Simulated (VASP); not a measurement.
# TaTi4 (I4/mmm) in VASP: single point with PBE

Aim: the single point of TaTi4 with PBE.

Program: VASP 6.6.1. These are calculated values, not measurements. Logs are shortened: lines on timing, memory, paths and dates and some standing lists are left out, and cuts for length are marked.

**1. The cell of the first run**

Symmetry: I4/mmm, No. 139, tetragonal system. The conventional cell has a = 6.321 Å, b = 6.321 Å, c = 4.375 Å, α = 90.00°, β = 90.00°, γ = 90.00°. Ti (site symmetry m2m) has 7 Ti at 2.57 to 2.84 Å and 2 Ta at 2.88 Å within 3.4 Å. Within 3.8 Å of Ta (site symmetry 4/mmm) lie 16 Ti at 2.88 to 3.41 Å.

**2. Single point, PBE, collinear spin, ferromagnetic start**

File INCAR:

```
ALGO = Normal
EDIFF = 1E-7
ENCUT = 520
GGA = PE
ISIF = 2
ISMEAR = 0
ISPIN = 2
LASPH = T
LCHARG = F
LMAXMIX = 4
LORBIT = 11
LREAL = F
LWAVE = F
MAGMOM = 1 1 1 1 0
NBANDS = 42
NELM = 150
PREC = Accurate
SIGMA = 0.1
```

File KPOINTS:

```
k-points
0
Gamma
  6 6 6
```

File POSCAR:

```
TaTi4
1.0
   -3.1604509294      3.1604509294      2.1875479439
    3.1604509294     -3.1604509294      2.1875479439
    3.1604509294      3.1604509294     -2.1875479439
Ti Ta
4 1
Direct
    0.0000000000      0.7030119493      0.7030119493
    0.0000000000      0.2969880507      0.2969880507
    0.7030119493      0.0000000000      0.7030119493
    0.2969880507      0.0000000000      0.2969880507
    0.5000000000      0.5000000000      0.0000000000
```

Potentials or basis: VASP PAW PBE potentials, release 64 (Ti_sv, Ta_pv).

Launch:

```
$ cat potpaw_PBE.64/Ti_sv/POTCAR potpaw_PBE.64/Ta_pv/POTCAR > POTCAR
$ mpirun -np 1 vasp_std > vasp.out
```

OUTCAR:

```text
EDIFF = 1E-7
   ENCUT = 520
   GGA = PE
   ISIF = 2
   ISMEAR = 0
   ISPIN = 2
   LASPH = T
   LORBIT = 11
   LREAL = F
   NELM = 150
   PREC = Accurate

 ion  position               nearest neighbor table
   1  0.000  0.703  0.703-   2 2.57   4 2.65   3 2.65   3 2.84   4 2.84   3 2.84   4 2.84   5 2.88
                             5 2.88
   2  0.000  0.297  0.297-   1 2.57   4 2.65   3 2.65   3 2.84   4 2.84   3 2.84   4 2.84   5 2.88
                             5 2.88
   3  0.703  0.000  0.703-   4 2.57   1 2.65   2 2.65   2 2.84   1 2.84   1 2.84   2 2.84   5 2.88
                             5 2.88
   4  0.297  0.000  0.297-   3 2.57   2 2.65   1 2.65   1 2.84   2 2.84   1 2.84   2 2.84   5 2.88
                             5 2.88
   5  0.500  0.500  0.000-   1 2.88   3 2.88   4 2.88   2 2.88   4 2.88   2 2.88   1 2.88   3 2.88

  LATTYP: Found a body centered tetragonal cell.
 ALAT       =     6.3209018588
 C/A-ratio  =     0.6921632364

  Lattice vectors:

 A1 = (  -3.1604509294,   3.1604509294,   2.1875479439)
 A2 = (   3.1604509294,  -3.1604509294,   2.1875479439)
 A3 = (   3.1604509294,   3.1604509294,  -2.1875479439)

Analysis of symmetry for initial positions (statically):
=====================================================================
 Subroutine PRICEL returns:
 Original cell was already a primitive cell.

 Routine SETGRP: Setting up the symmetry group for a
 body centered tetragonal supercell.

 Subroutine GETGRP returns: Found 16 space group operations
 (whereof 16 operations were pure point group operations)
 out of a pool of 16 trial point group operations.

The static configuration has the point symmetry D_4h.

Analysis of symmetry for dynamics (positions and initial velocities):
=====================================================================
 Subroutine PRICEL returns:
 Original cell was already a primitive cell.

 Routine SETGRP: Setting up the symmetry group for a
 body centered tetragonal supercell.

 Subroutine GETGRP returns: Found 16 space group operations
 (whereof 16 operations were pure point group operations)
 out of a pool of 16 trial point group operations.

The dynamic configuration has the point symmetry D_4h.

Analysis of structural, dynamic, and magnetic symmetry:
=====================================================================
 Subroutine PRICEL returns:
 Original cell was already a primitive cell.

 Routine SETGRP: Setting up the symmetry group for a
 body centered tetragonal supercell.

 Subroutine GETGRP returns: Found 16 space group operations
 (whereof 16 operations were pure point group operations)
 out of a pool of 16 trial point group operations.

The overall configuration has the point symmetry D_4h.

 Subroutine INISYM returns: Found 16 space group operations
 (whereof 16 operations are pure point group operations),
 and found     1 'primitive' translations

----------------------------------------------------------------------------------------

                                     Primitive cell

  volume of cell :      87.4009

  direct lattice vectors                    reciprocal lattice vectors
    -3.160450929  3.160450929  2.187547944     0.000000000  0.158205272  0.228566419
     3.160450929 -3.160450929  2.187547944     0.158205272  0.000000000  0.228566419
     3.160450929  3.160450929 -2.187547944     0.158205272  0.158205272  0.000000000

  length of vectors
     4.976169828  4.976169828  4.976169828     0.277977546  0.277977546  0.223736042

  position of ions in fractional coordinates (direct lattice)
     0.000000000  0.703011949  0.703011949
     0.000000000  0.296988051  0.296988051
     0.703011949  0.000000000  0.703011949
     0.296988051  0.000000000  0.296988051
     0.500000000  0.500000000  0.000000000

  ion indices of the primitive-cell ions
   primitive index   ion index
                 1           1
[... 30 lines left out ...]

 Following reciprocal coordinates:
            Coordinates               Weight
  0.000000  0.000000  0.000000      1.000000
  0.166667  0.000000  0.000000      8.000000
  0.333333 -0.000000  0.000000      8.000000
  0.500000  0.000000  0.000000      4.000000
  0.166667  0.166667  0.000000      8.000000
  0.333333  0.166667  0.000000     16.000000
[... 16 lines left out ...]
 -0.333333 -0.333333  0.166667      8.000000
 -0.166667 -0.333333  0.166667      8.000000
 [... further k-points ...]
   k-points           NKPTS =     30   k-points in BZ     NKDIM =     30   number of bands    NBANDS=     42
   number of dos      NEDOS =    301   number of ions     NIONS =      5
   total plane-waves  NPLWV =  64000
   dimension x,y,z NGX =    40 NGY =   40 NGZ =   40
   dimension x,y,z NGXF=    80 NGYF=   80 NGZF=   80
   ions per type =               4   1
   NGX,Y,Z   is equivalent  to a cutoff of  13.36, 13.36, 13.36 a.u.
   NGXF,Y,Z  is equivalent  to a cutoff of  26.73, 26.73, 26.73 a.u.
 SYSTEM =  unknown system
   PREC   = accura    normal or accurate (medium, high low for compatibility)
   ISTART =      0    job   : 0-new  1-cont  2-samecut
   ICHARG =      2    charge: 1-file 2-atom 10-const
   ISPIN  =      2    spin polarized calculation?
   LNONCOLLINEAR =      F non collinear calculations
   LSORBIT =      F    spin-orbit coupling
   LASPH  =      T    aspherical Exc in radial PAW
   ENCUT  =  520.0 eV  38.22 Ry    6.18 a.u.   9.25  9.25  9.25*2*pi/ulx,y,z
   NELM   =    150;   NELMIN=  2; NELMDL= -5     # of ELM steps
   EDIFF  = 0.1E-06   stopping-criterion for ELM
   LREAL  =      F    real-space projection
   EDIFFG = 0.1E-05   stopping-criterion for IOM
   NSW    =      0    number of steps for IOM
   IBRION =     -1    ionic relax: 0-MD 1-quasi-New 2-CG
   NFREE  =      0    steps in history (QN), initial steepest desc. (CG)
   ISIF   =      2    stress and relaxation
   ISYM   =      2    0-nonsym 1-usesym 2-fastsym
   POTIM  = 0.5000    time-step for ionic-motion
   TEBEG  =    0.0;   TEEND  =   0.0 temperature during run
   PSTRESS=    0.0 pullay stress
   NELECT =      59.0000    total number of electrons
   NUPDOWN=      -1.0000    fix difference up-down
   EMIN   =  10.00;   EMAX   =-10.00  energy-range for DOS
   EFERMI =   0.00;   METHOD = LEGACY
   ISMEAR =     0;   SIGMA  =   0.10  broadening in eV -4-tet -1-fermi 0-gaus
   EFERMI_NEDOS =   21; number of points for ismear=-14 and -15
   IALGO  =     38    algorithm
   IMIX   =      4    mixing-type and parameters
     AMIX     =   0.40;   BMIX     =  1.00
     AMIX_MAG =   1.60;   BMIX_MAG =  1.00
  volume/ion in A,a.u.               =      17.48       117.96
  Fermi-wavevector in a.u.,A,eV,Ry     =   1.436107  2.713850 28.060719  2.062405
  Thomas-Fermi vector in A             =   2.555332
   LORBIT       =     11    0 simple, 1 ext, 2 COOP (PROOUT), +10 PAW based schemes
   GGA     = PE    functional components
   LHFCALC =     F    Hartree Fock is set to
   AEXX    =    0.0000 exact exchange contribution
   IVDW    =     0    specifies the selected vdW correction
   LEPSILON=     F    determine dielectric tensor
   LRPA    =     F    only Hartree local field effects (RPA)
 spin polarized calculation
 Gauss-broadening in eV      SIGMA  =   0.10
  energy-cutoff  :      520.00
  volume of cell :       87.40
 maximum number of plane-waves:      2366
 NGX is ok and might be reduce to    40
   NGX = 19   NGY = 19   NGZ = 19

 number of electron      59.0000003 magnetization       0.0000784

 number of electron      59.0000003 magnetization      -0.0000466

 Free energy of the ion-electron system (eV)
  ---------------------------------------------------
  ext. energy  EPLUGINS =         0.00000000
  ---------------------------------------------------
  free energy    TOTEN  =       -42.47491823 eV

  energy without entropy =      -42.45660331  energy(sigma->0) =      -42.46576077

 E-fermi :   7.8011     XC(G=0): -11.7159

 val. band max:        7.7423028525   @ k =  -0.3333   0.3333   0.0000
 cond. band min:       7.8145848780   @ k =   0.5000   0.1667   0.0000
 fundamental gap:      0.0722820255
 Fermi energy:         7.8011086761

 spin component 1

 k-point     1 :       0.0000    0.0000    0.0000
  band No.  band energies     occupation
      1     -49.0405      1.00000
      2     -48.8507      1.00000
      3     -48.8507      1.00000
      4     -48.8235      1.00000
      5     -26.4340      1.00000
      6     -26.4193      1.00000
[... 1045 lines left out ...]
     40       9.9946      0.00000
     41      10.5114      0.00000

 [... further k-points ...]

 spin component 2

 k-point     1 :       0.0000    0.0000    0.0000
  band No.  band energies     occupation
      1     -49.0404      1.00000
      2     -48.8507      1.00000
      3     -48.8507      1.00000
      4     -48.8235      1.00000
      5     -26.4340      1.00000
      6     -26.4193      1.00000
[... 1045 lines left out ...]
     40       9.9946      0.00000
     41      10.5112      0.00000

 [... further k-points ...]

 [bands above 41 left out]

------------------------ aborting loop because EDIFF is reached ----------------------------------------

  FORCE on cell =-STRESS in cart. coord.  units (eV):
  Direction    XX          YY          ZZ          XY          YZ          ZX
  --------------------------------------------------------------------------------------
  -------------------------------------------------------------------------------------
  Total        0.2346093      0.2346093     -0.4671699      0.0000000      0.0000000     -0.0000000
  in kB        4.3007096      4.3007096     -8.5638643      0.0000000      0.0000000     -0.0000000
  external PRESSURE =       0.0125183 kB  Pullay stress =       0.0000000 kB

 VOLUME and BASIS-vectors are now :
 -----------------------------------------------------------------------------
  energy-cutoff  :      520.00
  volume of cell :       87.40
      direct lattice vectors                 reciprocal lattice vectors
    -3.160450929  3.160450929  2.187547944     0.000000000  0.158205272  0.228566419
     3.160450929 -3.160450929  2.187547944     0.158205272  0.000000000  0.228566419
     3.160450929  3.160450929 -2.187547944     0.158205272  0.158205272  0.000000000

 POSITION                                       TOTAL-FORCE (eV/Angst)
 -----------------------------------------------------------------------------------
      4.44367      0.00000      0.00000         0.047673      0.000000      0.000000
      1.87723      0.00000      0.00000        -0.047673      0.000000     -0.000000
      0.00000      4.44367      0.00000        -0.000000      0.047673      0.000000
      0.00000      1.87723      0.00000         0.000000     -0.047673     -0.000000
      0.00000      0.00000      2.18755         0.000000      0.000000     -0.000000
 -----------------------------------------------------------------------------------
    total drift:                                0.000000      0.000000     -0.000000

  FREE ENERGIE OF THE ION-ELECTRON SYSTEM (eV)
  ---------------------------------------------------
  free  energy   TOTEN  =       -42.4749182295 eV

  energy  without entropy=      -42.4566033058  energy(sigma->0) =      -42.46576077

 total charge

# of ion       s       p       d       tot
------------------------------------------
    1        2.256   6.126   1.960  10.341
    2        2.256   6.126   1.960  10.341
    3        2.256   6.126   1.960  10.341
    4        2.256   6.126   1.960  10.341
    5        0.363   6.111   2.290   8.764
--------------------------------------------------
tot          9.387  30.613  10.129  50.129

 magnetization (x)

# of ion       s       p       d       tot
------------------------------------------
    1       -0.000   0.000   0.000   0.000
    2       -0.000   0.000   0.000   0.000
    3       -0.000   0.000   0.000   0.000
    4       -0.000   0.000   0.000   0.000
    5       -0.000  -0.000  -0.000  -0.000
--------------------------------------------------
tot         -0.000  -0.000   0.000  -0.000
```

Run time: 4.9 min. Hardware: 1 thread of AMD EPYC 7R43 (Zen 3), shared host; peak memory 0.35 GiB.

Results:

```
Free energy                                           : -42.4749 eV
Pressure                                              : 0.0 GPa
Largest force                                         : 0.048 eV/Å
Net moment                                            : 0.00 μB per cell
Valence electrons inside the program's atomic spheres : Ti 10.34; Ta 8.76
```

Forces on the atoms (eV/Å):
```
Ti   0.048  0.000  0.000
Ti  -0.048  0.000  0.000
Ti   0.000  0.048  0.000
Ti   0.000 -0.048  0.000
Ta   0.000  0.000  0.000
```

Caveat: spin-orbit coupling is left out, which moves the levels of the heavy elements.
